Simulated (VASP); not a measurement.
# BN: single point with r2SCAN

BN:

```xyz
2
Lattice="0.0000 1.7458 1.6585 1.7458 0.0000 1.6585 1.7458 1.7458 0.0000" Properties=species:S:1:pos:R:3 pbc="T T T"
B     0.0000    0.0000    0.0000
N     1.7458    1.7458    1.6585
```

This cell differs from its parent crystal: uniaxial z strain -5.0%.

* Program: VASP 6.6.1
* Task: single point
* Functional: r2SCAN
* Potentials or basis: VASP PAW PBE potentials, release 64 (B, N)
* Cutoff: 520 eV
* k mesh: 12 × 12 × 12
* Occupations: gaussian, width 0.01 eV
* Spin: no spin polarisation

- Pressure: 25.0 GPa
- Band gap on the k mesh: 0.97 eV (least direct gap 6.13 eV)

Stress tensor (GPa, compression positive):
```
19.23  0.00  0.00
 0.00 19.23  0.00
 0.00  0.00 36.69
```

Levels at points of the mesh, in eV from the valence-band top:
```csv
k point,band 2,band 3,band 4,band 5,band 6,band 7
"(0.00, 0.00, 0.00)",-1.82,-0.51,-0.51,11.01,12.73,12.73
"(0.50, 0.00, 0.00)",-13.69,-1.01,-0.60,5.53,5.97,8.89
"(0.50, 0.50, 0.00)",-12.88,-6.58,-6.58,0.97,9.00,16.28
"(0.50, 0.00, 0.50)",-13.01,-6.72,-5.30,2.24,9.83,15.41
```

It took 63 s on 1 thread of Intel(R) Xeon(R) Platinum 8259CL CPU @ 2.50GHz (Skylake/Cascade Lake), on a shared host, peak memory 0.13 GiB.

Caveat: the cell differs from its parent crystal (uniaxial z strain -5.0%); the cell stands under pressure; the PAW data sets were made with another functional, which shifts forces and pressure a little. A k mesh can miss the band edges.
